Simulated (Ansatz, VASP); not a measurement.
**MgO: VASP beside Ansatz**

```xyz
2
Lattice="0.0000 2.0970 2.0970 2.0970 0.0000 2.0970 2.0970 2.0970 0.0000" Properties=species:S:1:pos:R:3 pbc="T T T"
Mg    0.0000    0.0000    0.0000
O     2.0970    2.0970    2.0970
```

Alike in both runs: task single point; functional r2SCAN; k mesh 6 × 6 × 6; occupations fermi-dirac, width 0.05 eV; no spin polarisation.

|  | VASP | Ansatz |
| --- | --- | --- |
| version | VASP 6.6.1 | Ansatz 0.2.0 |
| potentials or method | VASP PAW PBE potentials, release 64 (Mg, O) | Ansatz PAW |
| plane-wave cutoff (eV) | 520 | 500 |
| valence electrons in the cell | 8 | 16 |

Ansatz gave:

| Quantity | Value |
| --- | --- |
| gap on the k mesh at the Fermi level (eV) | 5.76 |
| least direct gap on the mesh (eV) | 5.76 |
| pressure (GPa) | 1.3 |

**Question.** Which values does VASP return?

**Answer.** gap on the k mesh at the Fermi level (eV): 5.74; least direct gap on the mesh (eV): 5.74; pressure (GPa): 0.1.

VASP's potentials were made for PBE, not for r2SCAN. The functional is the same, so the differences come from potentials, cutoffs and numerics. VASP's potentials hold 8 valence electrons a cell and Ansatz's 16, so a difference there can come from the potentials and not from the codes.

The k mesh is coarse, so the values compare programs but aren't converged.
